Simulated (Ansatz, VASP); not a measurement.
Two plane-wave programs on Ni

```
Ni
1.0
     2.48804    0.00000    0.00000
    -1.24402    2.15470    0.00000
     0.00000    0.00000   24.12590
Ni
5
Direct
  0.83333 0.16667 0.33275
  0.16667 0.83333 0.41584
  0.50000 0.50000 0.50000
  0.83333 0.16667 0.58416
  0.16667 0.83333 0.66724
```

Alike in both runs: functional PBE; k mesh 19 × 19 × 1; occupations fermi-dirac, width 0.05 eV; collinear spin.

Ansatz relaxed the structure, and its values are those at the end. VASP's run is a single point on that final structure, the one shown.

|  | VASP | Ansatz |
| --- | --- | --- |
| version | VASP 6.6.1 | Ansatz 0.2.0 |
| potentials or method | VASP PAW PBE potentials, release 64 (Ni) | PAW with Ansatz's default frozen-core files, scalar-relativistic |
| plane-wave cutoff (eV) | 520 | 420 |
| valence electrons in the cell | 50 | 90 |

```csv
,VASP,Ansatz,Ansatz less VASP
net moment per atom (μB),0.66,0.68,+0.025
size of the moment on the site where the two differ most (μB),0.68,0.73,+0.054
```

Site moments also hang on the region over which each program counts them. VASP's potentials hold 50 valence electrons a cell and Ansatz's 90, so a difference there can come from the potentials and not from the codes. Ansatz's warnings: stress scf threshold loose.
